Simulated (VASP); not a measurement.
Write the native input for VASP 6.6.1 that does the following.

```
Task                   : single point
Functional             : PBE
Potentials or basis    : VASP PAW PBE potentials, release 64 (Lu)
Cutoff                 : 520 eV
k mesh                 : 14 × 14 × 8
Occupations            : fermi-dirac, width 0.05 eV
Spin                   : no spin polarisation
Dipole correction      : no
Further INCAR settings : ALGO = Normal; EDIFF = 1e-06; NBANDS = 32
```

The structure of Lu lies in POSCAR:

```
Lu
1.0
    3.0600941768      0.0000000000      0.0000000000
   -1.5300470884      2.6501192951      0.0000000000
    0.0000000000      0.0000000000      4.8801363965
Lu
2
Direct
    0.3333333333      0.6666666667      0.2500000000
    0.6666666667      0.3333333333      0.7500000000
```

The input as run:

INCAR

```
PREC = Accurate
ENCUT = 520
EDIFF = 1E-6
ISMEAR = -1
SIGMA = 0.05
LREAL = F
LASPH = T
NELM = 80
ALGO = Normal
ISIF = 2
LWAVE = F
LCHARG = F
GGA = PE
NBANDS = 32
```

KPOINTS

```
regular mesh
0
Gamma
  14 14 8
```

Potentials or basis: VASP PAW PBE potentials, release 64 (Lu).

Command:

```console
$ cat potpaw_PBE.64/Lu/POTCAR > POTCAR
$ mpirun -np 1 vasp_std > vasp.out
```

Results of the run:

```json
{
 "Pressure": "33.4 GPa",
 "Band gap on the k mesh": "zero (bands 25 and 26 overlap by 2.87 eV)"
}
```

Caveat: the cell stands under pressure; spin-orbit coupling is left out, which moves the levels of the heavy elements.

It took 2.4 min on 1 thread of Intel Xeon 8259CL (shared host), peak memory 0.26 GiB.
